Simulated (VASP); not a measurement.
# I (Fmmm) in VASP: notebook, part 2 of 3

VASP 6.6.1. Earlier steps stand in the parts before.

### Step 3. Single point, PBE

This run uses another cell than the first one, of 40.55 Å³/atom, 1.140 times its volume.

INCAR reads:

```
PREC = Accurate
ENCUT = 520
EDIFF = 1E-6
ISMEAR = 0
SIGMA = 0.1
LREAL = False
LASPH = True
NELM = 80
ALGO = Normal
ISIF = 2
LWAVE = False
LCHARG = False
GGA = PE
NBANDS = 10
```

KPOINTS reads:

```
regular mesh
0
Gamma
  2 2 2
```

POSCAR reads:

```
I
1.0
    0.0000000000      2.3656004428      3.9098401324
    2.1922454667      0.0000000000      3.9098401324
    2.1922454667      2.3656004428      0.0000000000
I
1
Direct
    0.0000000000      0.0000000000      0.0000000000
```

Potentials or basis: VASP PAW PBE potentials, release 64 (I).

The run is started by

```bash
$ cat potpaw_PBE.64/I/POTCAR > POTCAR
$ mpirun -np 1 vasp_std > vasp.out
```

OUTCAR:

```text
PREC = Accurate
   ENCUT = 520
   EDIFF = 1E-6
   ISMEAR = 0
   LREAL = False
   LASPH = True
   NELM = 80
   ISIF = 2
   GGA = PE

 ion  position               nearest neighbor table
   1  0.000  0.000  0.000-

  LATTYP: Found a face centered orthorhombic cell.
 ALAT       =     4.3844909334
 B/A-ratio  =     1.0790764441
 C/A-ratio  =     1.7834864717

  Lattice vectors:

 A1 = (   0.0000000000,   2.3656004428,   3.9098401324)
 A2 = (   2.1922454667,   0.0000000000,   3.9098401324)
 A3 = (   2.1922454667,   2.3656004428,   0.0000000000)

Analysis of symmetry for initial positions (statically):
=====================================================================
 Subroutine PRICEL returns:
 Original cell was already a primitive cell.

 Routine SETGRP: Setting up the symmetry group for a
 face centered orthorhombic supercell.

 Subroutine GETGRP returns: Found  8 space group operations
 (whereof  8 operations were pure point group operations)
 out of a pool of  8 trial point group operations.

The static configuration has the point symmetry D_2h.

Analysis of symmetry for dynamics (positions and initial velocities):
=====================================================================
 Subroutine PRICEL returns:
 Original cell was already a primitive cell.

 Routine SETGRP: Setting up the symmetry group for a
 face centered orthorhombic supercell.

 Subroutine GETGRP returns: Found  8 space group operations
 (whereof  8 operations were pure point group operations)
 out of a pool of  8 trial point group operations.

The dynamic configuration has the point symmetry D_2h.

 Subroutine INISYM returns: Found  8 space group operations
 (whereof  8 operations are pure point group operations),
 and found     1 'primitive' translations

----------------------------------------------------------------------------------------

                                     Primitive cell

  volume of cell :      40.5527

  direct lattice vectors                    reciprocal lattice vectors
     0.000000000  2.365600443  3.909840132    -0.228076649  0.211362828  0.127882467
     2.192245467  0.000000000  3.909840132     0.228076649 -0.211362828  0.127882467
     2.192245467  2.365600443  0.000000000     0.228076649  0.211362828 -0.127882467

  length of vectors
     4.569782852  4.482498193  3.225214046     0.336224818  0.336224818  0.336224818

  position of ions in fractional coordinates (direct lattice)
     0.000000000  0.000000000  0.000000000

  ion indices of the primitive-cell ions
   primitive index   ion index
                 1           1

----------------------------------------------------------------------------------------

 KPOINTS: regular mesh

Automatic generation of k-mesh.
 Grid dimensions read from file:
 generate k-points for:    2    2    2

 Generating k-lattice:

  Cartesian coordinates                     Fractional coordinates (reciprocal lattice)
    -0.114038325  0.105681414  0.063941233     0.500000000  0.000000000  0.000000000
     0.114038325 -0.105681414  0.063941233     0.000000000  0.500000000  0.000000000
     0.114038325  0.105681414 -0.063941233     0.000000000  0.000000000  0.500000000

  Length of vectors
     0.168112409  0.168112409  0.168112409

  Shift w.r.t. Gamma in fractional coordinates (k-lattice)
     0.000000000  0.000000000  0.000000000

 Subroutine IBZKPT returns following result:
 ===========================================

 Found      5 irreducible k-points:

 Following reciprocal coordinates:
            Coordinates               Weight
  0.000000  0.000000  0.000000      1.000000
  0.500000  0.000000  0.000000      4.000000
  0.500000  0.500000  0.000000      1.000000
  0.500000  0.000000  0.500000      1.000000
  0.000000  0.500000  0.500000      1.000000
   k-points           NKPTS =      5   k-points in BZ     NKDIM =      5   number of bands    NBANDS=     10
   number of dos      NEDOS =    301   number of ions     NIONS =      1
   total plane-waves  NPLWV =  31104
   dimension x,y,z NGX =    36 NGY =   36 NGZ =   24
   dimension x,y,z NGXF=    72 NGYF=   72 NGZF=   48
   ions per type =               1
   NGX,Y,Z   is equivalent  to a cutoff of  13.10, 13.35, 12.37 a.u.
   NGXF,Y,Z  is equivalent  to a cutoff of  26.19, 26.70, 24.74 a.u.
 SYSTEM =  unknown system
   PREC   = accura    normal or accurate (medium, high low for compatibility)
   ISTART =      0    job   : 0-new  1-cont  2-samecut
   ICHARG =      2    charge: 1-file 2-atom 10-const
   ISPIN  =      1    spin polarized calculation?
   LNONCOLLINEAR =      F non collinear calculations
   LSORBIT =      F    spin-orbit coupling
   LASPH  =      T    aspherical Exc in radial PAW
   ENCUT  =  520.0 eV  38.22 Ry    6.18 a.u.   8.50  8.33  6.00*2*pi/ulx,y,z
   NELM   =     80;   NELMIN=  2; NELMDL= -5     # of ELM steps
   EDIFF  = 0.1E-05   stopping-criterion for ELM
   LREAL  =      F    real-space projection
   EDIFFG = 0.1E-04   stopping-criterion for IOM
   NSW    =      0    number of steps for IOM
   IBRION =     -1    ionic relax: 0-MD 1-quasi-New 2-CG
   NFREE  =      0    steps in history (QN), initial steepest desc. (CG)
   ISIF   =      2    stress and relaxation
   ISYM   =      2    0-nonsym 1-usesym 2-fastsym
   POTIM  = 0.5000    time-step for ionic-motion
   TEBEG  =    0.0;   TEEND  =   0.0 temperature during run
   PSTRESS=    0.0 pullay stress
   NELECT =       7.0000    total number of electrons
   NUPDOWN=      -1.0000    fix difference up-down
   EMIN   =  10.00;   EMAX   =-10.00  energy-range for DOS
   EFERMI =   0.00;   METHOD = LEGACY
   ISMEAR =     0;   SIGMA  =   0.10  broadening in eV -4-tet -1-fermi 0-gaus
   EFERMI_NEDOS =   21; number of points for ismear=-14 and -15
   IALGO  =     38    algorithm
   IMIX   =      4    mixing-type and parameters
     AMIX     =   0.40;   BMIX     =  1.00
     AMIX_MAG =   1.60;   BMIX_MAG =  1.00
  volume/ion in A,a.u.               =      40.55       273.66
  Fermi-wavevector in a.u.,A,eV,Ry     =   0.911523  1.722529 11.304731  0.830874
  Thomas-Fermi vector in A             =   2.035812
   LORBIT       =      0    0 simple, 1 ext, 2 COOP (PROOUT), +10 PAW based schemes
   GGA     = PE    functional components
   LHFCALC =     F    Hartree Fock is set to
   AEXX    =    0.0000 exact exchange contribution
   IVDW    =     0    specifies the selected vdW correction
   LEPSILON=     F    determine dielectric tensor
   LRPA    =     F    only Hartree local field effects (RPA)
 non-spin polarized calculation
 Gauss-broadening in eV      SIGMA  =   0.10
  energy-cutoff  :      520.00
  volume of cell :       40.55
 maximum number of plane-waves:      1104
 NGX is ok and might be reduce to    36
   NGX = 17   NGY = 17   NGZ = 11

 number of electron       7.0000000 magnetization

 Free energy of the ion-electron system (eV)
  ---------------------------------------------------
  ext. energy  EPLUGINS =         0.00000000
  ---------------------------------------------------
  free energy    TOTEN  =        -0.62885492 eV

  energy without entropy =       -0.62885422  energy(sigma->0) =       -0.62885457

 E-fermi :   5.0615     XC(G=0):  -8.1362

 val. band max:        4.7461814495   @ k =   0.0000   0.0000   0.0000
 cond. band min:       5.3972221762   @ k =   0.5000   0.0000   0.0000
 fundamental gap:      0.6510407267
 Fermi energy:         5.0614990406

 k-point     1 :       0.0000    0.0000    0.0000
  band No.  band energies     occupation
      1     -10.1722      2.00000
      2       1.7280      2.00000
      3       4.4286      2.00000
      4       4.7462      1.99999
      5       8.1542      0.00000
      6      11.1268      0.00000
      7      11.9063      0.00000
      8      15.6920      0.00000
      9      16.0277      0.00000
     10      16.0925      0.00000

 k-point     2 :       0.5000    0.0000    0.0000
  band No.  band energies     occupation
      1      -8.6983      2.00000
      2      -1.5579      2.00000
      3       1.9344      2.00000
      4       5.3972      0.00000
      5       8.3932      0.00000
      6      12.7469      0.00000
      7      14.3265      0.00000
      8      15.4548      0.00000
      9      15.9526      0.00000
     10      16.2429      0.00000

 k-point     3 :       0.5000    0.5000    0.0000
  band No.  band energies     occupation
      1      -9.9182      2.00000
      2      -0.4233      2.00000
      3       4.2012      2.00000
      4       4.5385      2.00000
      5      10.6038      0.00000
      6      10.9844      0.00000
      7      14.4181      0.00000
      8      18.2367      0.00000
      9      18.7031      0.00000
     10      18.9179      0.00000

 k-point     4 :       0.5000    0.0000    0.5000
  band No.  band energies     occupation
      1      -7.3802      2.00000
      2      -0.7328      2.00000
      3       0.1685      2.00000
      4       3.1975      2.00000
      5       7.6108      0.00000
      6      10.1963      0.00000
      7      13.1798      0.00000
      8      14.1368      0.00000
      9      14.6847      0.00000
     10      14.8215      0.00000

 k-point     5 :       0.0000    0.5000    0.5000
  band No.  band energies     occupation
      1      -7.3403      2.00000
      2      -0.4199      2.00000
      3      -0.1314      2.00000
      4       2.8995      2.00000
      5       7.5487      0.00000
      6       9.3526      0.00000
      7      13.9209      0.00000
      8      14.3719      0.00000
      9      15.7023      0.00000
     10      15.7961      0.00000

------------------------ aborting loop because EDIFF is reached ----------------------------------------

  FORCE on cell =-STRESS in cart. coord.  units (eV):
  Direction    XX          YY          ZZ          XY          YZ          ZX
  --------------------------------------------------------------------------------------
  -------------------------------------------------------------------------------------
  Total        3.5333494      1.5792942      0.8936567      0.0000000      0.0000000      0.0000000
  in kB      139.5974871     62.3956108     35.3070759      0.0000000      0.0000000      0.0000000
  external PRESSURE =      79.1000579 kB  Pullay stress =       0.0000000 kB

 VOLUME and BASIS-vectors are now :
 -----------------------------------------------------------------------------
  energy-cutoff  :      520.00
  volume of cell :       40.55
      direct lattice vectors                 reciprocal lattice vectors
     0.000000000  2.365600443  3.909840132    -0.228076649  0.211362828  0.127882467
     2.192245467  0.000000000  3.909840132     0.228076649 -0.211362828  0.127882467
     2.192245467  2.365600443  0.000000000     0.228076649  0.211362828 -0.127882467

 POSITION                                       TOTAL-FORCE (eV/Angst)
 -----------------------------------------------------------------------------------
      0.00000      0.00000      0.00000         0.000000     -0.000000      0.000000
 -----------------------------------------------------------------------------------
    total drift:                                0.000000      0.000000      0.000000

  FREE ENERGIE OF THE ION-ELECTRON SYSTEM (eV)
  ---------------------------------------------------
  free  energy   TOTEN  =        -0.6288549232 eV

  energy  without entropy=       -0.6288542247  energy(sigma->0) =       -0.62885457
```

Wall time 3.5 s (1 thread of Intel Xeon 6975P-C (Granite Rapids), shared host); peak memory 0.17 GiB.

Results:

- Free energy: -0.6289 eV
- Pressure: 7.9 GPa

Caveat: the k points lie up to 1.06 Å⁻¹ apart; spin-orbit coupling is left out, which moves the levels of the heavy elements; an odd number of electrons without spin polarisation forces a metal; a magnetic or distorted state may lie lower.

### Step 4. Single point, PBE

This run uses another cell than the first one, of 40.55 Å³/atom, 1.140 times its volume.

INCAR reads:

```
PREC = Accurate
ENCUT = 520
EDIFF = 1E-7
ISMEAR = 0
SIGMA = 0.1
LREAL = False
LASPH = True
NELM = 100
ALGO = Normal
ISIF = 2
LWAVE = False
LCHARG = True
GGA = PE
LELF = True
LVHAR = True
NELECT = 6.5
ISYM = 0
NBANDS = 10
```

KPOINTS reads:

```
Automatic mesh
0
Gamma
  1 6 3
```

POSCAR is that of step 3.

Potentials or basis: VASP PAW PBE potentials, release 64 (I).

The run is started by

```bash
$ cat potpaw_PBE.64/I/POTCAR > POTCAR
$ mpirun -np 1 vasp_std > vasp.out
```

OUTCAR:

```text
PREC = Accurate
   ENCUT = 520
   EDIFF = 1E-7
   ISMEAR = 0
   LREAL = False
   LASPH = True
   NELM = 100
   ISIF = 2
   GGA = PE
   NELECT = 6.5
   ISYM = 0

 ion  position               nearest neighbor table
   1  0.000  0.000  0.000-

IMPORTANT INFORMATION: All symmetrisations will be switched off!
NOSYMM: (Re-)initialisation of all symmetry stuff for point group C_1.

----------------------------------------------------------------------------------------

                                     Primitive cell

  volume of cell :      40.5527

  direct lattice vectors                    reciprocal lattice vectors
     0.000000000  2.365600443  3.909840132    -0.228076649  0.211362828  0.127882467
     2.192245467  0.000000000  3.909840132     0.228076649 -0.211362828  0.127882467
     2.192245467  2.365600443  0.000000000     0.228076649  0.211362828 -0.127882467

  length of vectors
     4.569782852  4.482498193  3.225214046     0.336224818  0.336224818  0.336224818

  position of ions in fractional coordinates (direct lattice)
     0.000000000  0.000000000  0.000000000

  ion indices of the primitive-cell ions
   primitive index   ion index
[... 135 lines left out ...]

 k-point     1 :       0.0000    0.0000    0.0000
  band No.  band energies     occupation
      1     -10.5735      2.00000
      2       1.5549      2.00000
      3       4.0269      0.00000
      4       4.3243      0.00000
      5       8.6889      0.00000
      6      10.8468      0.00000
      7      11.7657      0.00000
      8      15.8858      0.00000
      9      16.2804      0.00000
     10      16.4398      0.00000
[... 105 lines left out ...]
 k-point    10 :       0.0000   -0.1667    0.3333
  band No.  band energies     occupation
      1      -9.3447      2.00000
      2      -0.2659      2.00000
      3       1.6154      2.00000
      4       2.9356      0.00000
      5      10.1994      0.00000
      6      11.8680      0.00000
      7      13.6754      0.00000
      8      14.4840      0.00000
      9      15.7201      0.00000
     10      17.7701      0.00000

------------------------ aborting loop because EDIFF is reached ----------------------------------------

  FORCE on cell =-STRESS in cart. coord.  units (eV):
  Direction    XX          YY          ZZ          XY          YZ          ZX
  --------------------------------------------------------------------------------------
  -------------------------------------------------------------------------------------
  Total       -6.3714731     -5.9745568     -1.9887568     -1.0851352      1.7253835     -0.0297706
  in kB     -251.7276184   -236.0460337    -78.5728844    -42.8721090     68.1673900     -1.1761940
  external PRESSURE =    -188.7821788 kB  Pullay stress =       0.0000000 kB

 VOLUME and BASIS-vectors are now :
 -----------------------------------------------------------------------------
  energy-cutoff  :      520.00
  volume of cell :       40.55
      direct lattice vectors                 reciprocal lattice vectors
     0.000000000  2.365600443  3.909840132    -0.228076649  0.211362828  0.127882467
     2.192245467  0.000000000  3.909840132     0.228076649 -0.211362828  0.127882467
     2.192245467  2.365600443  0.000000000     0.228076649  0.211362828 -0.127882467

 POSITION                                       TOTAL-FORCE (eV/Angst)
 -----------------------------------------------------------------------------------
      0.00000      0.00000      0.00000         0.000003     -0.000002      0.000001
 -----------------------------------------------------------------------------------
    total drift:                                0.000003     -0.000002      0.000001

  FREE ENERGIE OF THE ION-ELECTRON SYSTEM (eV)
  ---------------------------------------------------
  free  energy   TOTEN  =        -2.5735178411 eV

  energy  without entropy=       -2.5645985556  energy(sigma->0) =       -2.56905820
```

OSZICAR:

```text
N       E                     dE             d eps       ncg     rms          rms(c)
DAV:   1     0.160602033528E+02    0.16060E+02   -0.23203E+03   200   0.459E+02
DAV:   2    -0.176390274134E+01   -0.17824E+02   -0.17419E+02   234   0.763E+01
DAV:   3    -0.266328635778E+01   -0.89938E+00   -0.88552E+00   256   0.167E+01
DAV:   4    -0.267133897730E+01   -0.80526E-02   -0.80521E-02   268   0.188E+00
DAV:   5    -0.267145688022E+01   -0.11790E-03   -0.11790E-03   264   0.201E-01    0.434E+00
DAV:   6    -0.259085610556E+01    0.80601E-01   -0.35719E-01   216   0.232E+00    0.254E+00
DAV:   7    -0.257203948904E+01    0.18817E-01   -0.65736E-02   258   0.126E+00    0.106E+00
DAV:   8    -0.257394082933E+01   -0.19013E-02   -0.54595E-03   228   0.404E-01    0.295E-01
DAV:   9    -0.257358023774E+01    0.36059E-03   -0.21453E-03   224   0.205E-01    0.585E-02
DAV:  10    -0.257351224872E+01    0.67989E-04   -0.11212E-04   232   0.604E-02    0.259E-02
DAV:  11    -0.257351543638E+01   -0.31877E-05   -0.74874E-05   218   0.437E-02    0.998E-03
DAV:  12    -0.257351786450E+01   -0.24281E-05   -0.51954E-06   234   0.138E-02    0.344E-03
DAV:  13    -0.257351784115E+01    0.23357E-07   -0.36694E-07   260   0.356E-03
   1 F= -.25735178E+01 E0= -.25690582E+01  d E =-.891929E-02
```

Run time: 5.4 s. Hardware: 1 thread of Intel Xeon 6975P-C (Granite Rapids), shared host; peak memory 0.17 GiB.

Results:

```
Free energy : -2.5735 eV
```

Caveat: the k points lie up to 2.11 Å⁻¹ apart; the cell carries a net charge on a neutralising background, which shifts energy and pressure; the cell is charged against a uniform background, so pressure and absolute levels hang on convention; spin-orbit coupling is left out, which moves the levels of the heavy elements.

(Continued in part 3 of 3.)
